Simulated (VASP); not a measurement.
Write the native input for VASP 6.6.1 that does the following.

* Task: single point
* Functional: PBEsol
* Potentials or basis: VASP PAW PBE potentials, release 64 (Gd, N)
* Cutoff: 520 eV
* k mesh: 10 × 10 × 10
* Occupations: gaussian, width 0.05 eV
* Spin: collinear spin, ferromagnetic start
* Starting moments: [7.52, 0.0] μB
* Dipole correction: no
* Further INCAR settings: ALGO = Normal; EDIFF = 1e-07; NBANDS = 22

The structure of GdN lies in POSCAR:

```
GdN
1.0
    3.3529741404      0.0000000000      0.0000000000
   -1.6764870702      2.9037607838      0.0435564118
    0.0000000000      0.0457429198      3.0495279852
Gd N
1 1
Direct
    0.0000000000      0.0000000000      0.0000000000
    0.6666666667      0.3333333333      0.5000000000
```

These files were run (other wordings do the same):

INCAR

```
SYSTEM = GdN
PREC = Accurate
ENCUT = 520
EDIFF = 1E-7
ISMEAR = 0
SIGMA = 0.05
LREAL = .FALSE.
LASPH = .TRUE.
NELM = 150
ALGO = Normal
ISIF = 2
LWAVE = .FALSE.
LCHARG = .TRUE.
ISPIN = 2
MAGMOM = 7.52 0
LORBIT = 11
LMAXMIX = 6
GGA = PS
LELF = .TRUE.
LVHAR = .TRUE.
NBANDS = 22
```

KPOINTS

```
regular mesh
0
G
  10 10 10
  0 0 0
```

Potentials or basis: VASP PAW PBE potentials, release 64 (Gd, N).

Launch:

```sh
$ cat potpaw_PBE.64/Gd/POTCAR potpaw_PBE.64/N/POTCAR > POTCAR
$ mpirun -np 1 vasp_std > vasp.out
```

Results of the run:

```yaml
Pressure: 0.4 GPa
Largest_force: 0.010 eV/Å
Band_gap_on_the_k_mesh: zero (filled and empty bands overlap)
Net_moment: 7.00 μB per cell
Site_moments: Gd +6.79; N -0.05 μB
Valence_electrons_inside_the_program's_atomic_spheres: Gd 15.28; N 3.63
```

Caveat: the PAW data sets were made with another functional, which shifts forces and pressure a little; spin-orbit coupling is left out, which moves the levels of the heavy elements; a cell with one magnetic atom can't hold antiferromagnetic order, which such compounds often take; semilocal functionals describe open f shells poorly, which spoils levels, moments and volumes.

Run time: 19 min on 1 thread of Intel(R) Xeon(R) 6975P-C (Granite Rapids), with other jobs on the host, peak memory 0.43 GiB.
